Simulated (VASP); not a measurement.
Set up this calculation in VASP 6.6.1, as the native input.

```
Task                   : single point
Functional             : LDA
Potentials or basis    : VASP PAW LDA potentials, release 64 (B_h, N_h)
Cutoff                 : 1330 eV
k mesh                 : 12 × 12 × 6
Occupations            : gaussian, width 0.05 eV
Spin                   : no spin polarisation
Dipole correction      : no
Further INCAR settings : ALGO = Normal; EDIFF = 1e-06; NBANDS = 16
```

The structure of BN lies in POSCAR:

```
BN
1.0
    2.5539396017      0.0000000000      0.0000000000
   -1.2769698009      2.2117765748      0.0000000000
    0.0000000000      0.0000000000      4.0577808000
B N
2 2
Direct
    0.6666666667      0.3333333333      0.9997240000
    0.3333333333      0.6666666667      0.4997240000
    0.6666666667      0.3333333333      0.6252760000
    0.3333333333      0.6666666667      0.1252760000
```

This cell differs from its parent crystal: strain +0.000 along x and y, -0.040 along z.

The input as run:

INCAR

```
  ALGO = Normal
  EDIFF = 1E-6
  ENCUT = 1330
  GGA_COMPAT = False
  ISIF = 2
  ISMEAR = 0
  LASPH = True
  LCHARG = False
  LREAL = False
  LWAVE = False
  NBANDS = 16
  NELM = 120
  PREC = Accurate
  SIGMA = 0.05
```

KPOINTS

```
k-points
0
Gamma
  12 12 6
```

Potentials or basis: VASP PAW LDA potentials, release 64 (B_h, N_h).

Command:

```bash
$ cat potpaw_LDA.64/B_h/POTCAR potpaw_LDA.64/N_h/POTCAR > POTCAR
$ mpirun -np 1 vasp_std > vasp.out
```

Results of the run:

```json
{"Pressure": "3.5 GPa", "Largest force": "0.177 eV/Å", "Band gap on the k mesh": "5.04 eV (least direct gap 7.98 eV)"}
```

Caveat: the cell differs from its parent crystal (strain +0.000 along x and y, -0.040 along z); the stress differs along the axes, from -11 to 32 GPa.

It took 37 s on 1 thread of Intel(R) Xeon(R) 6975P-C (Granite Rapids), with other jobs on the host, peak memory 0.22 GiB.
